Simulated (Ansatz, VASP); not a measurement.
# Two plane-wave programs on Ta3Si3N

```
CELL_PARAMETERS angstrom
4.62883 0.00000 0.00000
-2.31442 4.00869 0.00000
0.00000 0.00000 5.94422
ATOMIC_POSITIONS crystal
Ta 0.50000 0.00000 0.00000
Ta 0.00000 0.50000 0.00000
Ta 0.50000 0.50000 0.00000
Si 0.50000 0.00000 0.50000
Si 0.00000 0.50000 0.50000
Si 0.50000 0.50000 0.50000
N 0.00000 0.00000 0.00000
```

Alike in both runs: task relaxation of cell and atoms; functional PBE; k mesh 6 × 6 × 4; occupations gaussian, width 0.1 eV; no spin polarisation.

```csv
,VASP,Ansatz
version,VASP 6.6.1,Ansatz 0.2.0
potentials or method,"VASP PAW PBE potentials, release 64 (Ta_pv, Si, N), cutoff 600 eV","scalar-relativistic, plane waves, PAW"
valence electrons in the cell,50,56
```

|  | VASP | Ansatz | Ansatz less VASP |
| --- | --- | --- | --- |
| gap on the k mesh at the Fermi level, each at its own relaxed structure (eV) | none | none | - |
| relaxed volume (Å³/atom) | 17.70 | 17.68 | -0.023 |
| relaxed cell length with the largest relative difference (Å) | 5.239 | 5.236 | -0.0028 |

A gap of «none» marks a metal or a gap that the smearing closes. VASP's potentials hold 50 valence electrons a cell and Ansatz's 56, so a difference there can come from the potentials and not from the codes.

Spin-orbit coupling is off throughout.
